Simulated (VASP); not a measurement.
# PtS2 (P1) in VASP: a series of runs, part 2 of 2

VASP 6.6.1. The steps go on from the part before.

### Step 3. Single point, PBEsol

This run uses another cell than the first one, of 17.15 Å³/atom.

Input file INCAR:

```
SYSTEM = PtS2
PREC = Accurate
ENCUT = 520
EDIFF = 1E-6
ISMEAR = -1
SIGMA = 0.026
LREAL = Auto
LASPH = .True.
NELM = 100
ALGO = Normal
ISIF = 2
LWAVE = .False.
LCHARG = .True.
GGA = PS
LELF = .True.
LVHAR = .True.
NBANDS = 106
```

Input file KPOINTS:

```
Automatic mesh
0
Gamma
  2 2 2
  0 0 0
```

Input file POSCAR:

```
PtS2
1.0
    0.0000000000      5.9042880000      5.9042880000
    5.9042880000      0.0000000000      5.9042880000
    5.9042880000      5.9042880000      0.0000000000
Pt S
8 16
Direct
   -0.0097452055      0.0028195610     -0.0038798074
    0.0068824556     -0.0130352720      0.5041356384
   -0.0000488628      0.4920880384      0.0016090848
    0.0029784286      0.4961638897      0.4996003752
    0.4925947041      0.0030532047      0.0010282358
    0.4992452096      0.0036990912      0.5001310065
    0.5027283561      0.5081921817     -0.0076070138
    0.4997844787      0.4914740778      0.5076292857
    0.1263657870      0.1165249730      0.1491163710
    0.3570069753      0.3889827190      0.3679102374
    0.1102303953      0.1256913619      0.6328004325
    0.3784395341      0.3731020574      0.8786717382
    0.1168247552      0.6521787216      0.1115165791
    0.3804044620      0.8680967968      0.3850392291
    0.1308745441      0.6208584337      0.6368019311
    0.3939094773      0.8632490488      0.8575818117
    0.6342088157      0.0955194767      0.1293896063
    0.8687818074      0.3850330472      0.3661272960
    0.6340337734      0.1176145202      0.6202112770
    0.8853582346      0.3635418868      0.8885614997
    0.6189277183      0.6379999587      0.1210881820
    0.9011359202      0.8596730038      0.3609893352
    0.6380513620      0.5973777024      0.6390523294
    0.8853993911      0.8495122528      0.8843515086
```

Potentials or basis: VASP PAW PBE potentials, release 64 (Pt, S).

Started as:

```console
cat potpaw_PBE.64/Pt/POTCAR potpaw_PBE.64/S/POTCAR > POTCAR
mpirun -np 1 vasp_std > vasp.out
```

OUTCAR:

```text
SYSTEM = PtS2
   PREC = Accurate
   ENCUT = 520
   EDIFF = 1E-6
   ISMEAR = -1
   LREAL = Auto
   LASPH = .True.
   NELM = 100
   ISIF = 2
   GGA = PS

 ion  position               nearest neighbor table
   1  0.990  0.003  0.996-  13 2.39  17 2.43  20 2.47  11 2.48  22 2.50  24 2.53   9 2.75  16 2.75

   2  0.007  0.987  0.504-   9 2.42  15 2.50  11 2.53  19 2.54  14 2.55  22 2.57  24 2.59  18 2.72

   3  1.000  0.492  0.002-  20 2.43  24 2.44  18 2.49  15 2.49   9 2.57  12 2.58  21 2.60  13 2.65
[... 11 lines left out ...]
   9  0.126  0.117  0.149-   2 2.42   5 2.50   3 2.57   1 2.75
  10  0.357  0.389  0.368-   4 2.42   7 2.56   6 2.63   8 2.63
  11  0.110  0.126  0.633-   1 2.48   4 2.53   2 2.53   6 2.65
  12  0.378  0.373  0.879-   5 2.52   8 2.53   7 2.55   3 2.58
  13  0.117  0.652  0.112-   1 2.39   7 2.63   3 2.65   4 2.65  22 2.71  24 2.72
  14  0.380  0.868  0.385-   6 2.52   2 2.55   8 2.57   5 2.62
  15  0.131  0.621  0.637-   3 2.49   2 2.50   8 2.52   4 2.66
  16  0.394  0.863  0.858-   7 2.42   6 2.44   5 2.61   1 2.75
  17  0.634  0.096  0.129-   1 2.43   5 2.48   6 2.54   7 2.81
  18  0.869  0.385  0.366-   3 2.49   8 2.52   4 2.58   2 2.72
  19  0.634  0.118  0.620-   6 2.52   2 2.54   8 2.55   5 2.60
[... 226 lines left out ...]
      2      -6.5662      2.00000
      3      -6.4453      2.00000
      4      -6.3242      2.00000
      5      -6.3023      2.00000
      6      -6.1282      2.00000
[... 813 lines left out ...]
     99       8.9293      0.00000
    100       9.0162      0.00000
 [bands above 100 left out]

------------------------ aborting loop because EDIFF is reached ----------------------------------------

  FORCE on cell =-STRESS in cart. coord.  units (eV):
  Direction    XX          YY          ZZ          XY          YZ          ZX
  --------------------------------------------------------------------------------------
  -------------------------------------------------------------------------------------
  Total        0.3105122      0.3904549     -0.5526270     -0.8752023      0.2913320      0.0726194
  in kB        1.2085278      1.5196685     -2.1508498     -3.4063279      1.1338776      0.2826381
  external PRESSURE =       0.1924489 kB  Pullay stress =       0.0000000 kB

 VOLUME and BASIS-vectors are now :
 -----------------------------------------------------------------------------
  energy-cutoff  :      520.00
  volume of cell :      411.65
      direct lattice vectors                 reciprocal lattice vectors
     0.000000000  5.904288000  5.904288000    -0.084684216  0.084684216  0.084684216
     5.904288000  0.000000000  5.904288000     0.084684216 -0.084684216  0.084684216
     5.904288000  5.904288000  0.000000000     0.084684216  0.084684216 -0.084684216

 POSITION                                       TOTAL-FORCE (eV/Angst)
 -----------------------------------------------------------------------------------
      5.89803     11.72813      5.86340        -0.066844      0.137988      0.018924
      8.80389      3.01720      5.86796         0.035885      0.154876      0.012771
      2.91493      5.91350      8.80943         0.193715      0.174325      0.093049
      5.87928      2.96737      2.94708        -0.023563     -0.267363     -0.182432
      0.02410      2.91449      2.92645        -0.109809      0.338830     -0.164797
      2.97476      5.90061      2.96953        -0.341977      0.090718     -0.167385
[... 16 lines left out ...]
      7.30024      7.54039      7.29433        -0.123636      0.082631      0.322166
     10.23723     10.44912     10.24342         0.038340     -0.745087      0.231297
 -----------------------------------------------------------------------------------
    total drift:                                0.002778     -0.007252     -0.000053

  FREE ENERGIE OF THE ION-ELECTRON SYSTEM (eV)
  ---------------------------------------------------
  free  energy   TOTEN  =      -122.0184877271 eV

  energy  without entropy=     -121.9750859038  energy(sigma->0) =     -121.99678682
```

stdout:

```text
POSCAR found type information on POSCAR PtS
 POSCAR found :  2 types and      24 ions
 scaLAPACK will be used
 -----------------------------------------------------------------------------
|                                                                             |
|                                                                             |
|     You enforced a specific xc type in the INCAR file but a different       |
|     I HOPE YOU KNOW WHAT YOU ARE DOING!                                     |
|                                                                             |
 -----------------------------------------------------------------------------

 LDA part: xc-table for (Slater+PW92), standard interpolation
 POSCAR, INCAR and KPOINTS ok, starting setup
 FFT: planning ... GRIDC
 FFT: planning ... GRID_SOFT
 FFT: planning ... GRID
 WAVECAR not read
 entering main loop
```

It took 12 min on 1 thread of Intel Xeon Platinum 8488C (Sapphire Rapids), shared host; peak memory 0.67 GiB.

Results:

```
Free energy            : -122.0185 eV
Pressure               : 0.0 GPa
Largest force          : 0.839 eV/Å
Band gap on the k mesh : zero (bands 88 and 89 overlap by 0.17 eV)
```

Forces on the atoms (eV/Å):
```
Pt  -0.067  0.138  0.019
Pt   0.036  0.155  0.013
Pt   0.194  0.174  0.093
Pt  -0.024 -0.267 -0.182
Pt  -0.110  0.339 -0.165
Pt  -0.342  0.091 -0.167
Pt   0.066  0.096 -0.141
Pt   0.048 -0.006  0.443
S   -0.410 -0.057  0.521
S   -0.485  0.422  0.080
S    0.048 -0.131  0.161
S   -0.214  0.348 -0.243
S   -0.634  0.300 -0.181
S    0.313  0.285 -0.095
S   -0.442 -0.085 -0.161
S    0.630 -0.387  0.397
S    0.748 -0.108  0.213
S    0.111 -0.036  0.055
S   -0.017 -0.525 -0.041
S    0.121 -0.044 -0.380
S   -0.086 -0.281 -0.453
S    0.601  0.242 -0.340
S   -0.124  0.083  0.322
S    0.038 -0.745  0.231
```

Levels at points of the mesh, in eV from the Fermi level:
```tsv
k point	band 84	band 85	band 86	band 87	band 88	band 89	band 90	band 91	band 92	band 93
(0.00, 0.00, 0.00)	-1.46	-0.06	0.02	0.06	0.16	0.22	0.28	0.35	0.36	0.40
(0.50, 0.00, 0.00)	-0.79	-0.73	-0.68	-0.66	-0.56	0.04	0.05	0.12	0.18	0.25
(0.00, 0.50, 0.00)	-0.82	-0.76	-0.68	-0.67	-0.58	0.01	0.06	0.12	0.18	0.28
(0.00, 0.00, 0.50)	-0.79	-0.75	-0.69	-0.64	-0.60	-0.01	0.11	0.12	0.18	0.29
(0.50, 0.50, 0.50)	-0.79	-0.75	-0.67	-0.63	-0.54	0.02	0.08	0.15	0.18	0.25
(0.50, 0.50, 0.00)	-1.24	-1.21	-1.18	-0.33	-0.27	-0.01	0.07	0.17	0.23	0.29
(0.00, 0.50, 0.50)	-1.27	-1.22	-1.13	-0.29	-0.27	0.04	0.07	0.14	0.20	0.24
(0.50, 0.00, 0.50)	-1.24	-1.22	-1.17	-0.30	-0.22	0.11	0.12	0.12	0.22	0.26
```

Caveat: the k points lie up to 0.46 Å⁻¹ apart; the atoms stand as in a frame of molecular dynamics; the structure was generated, so it needn't be the stable form of PtS2; the PAW data sets were made with another functional, which shifts forces and pressure a little; spin-orbit coupling is left out, which moves the levels of the heavy elements.
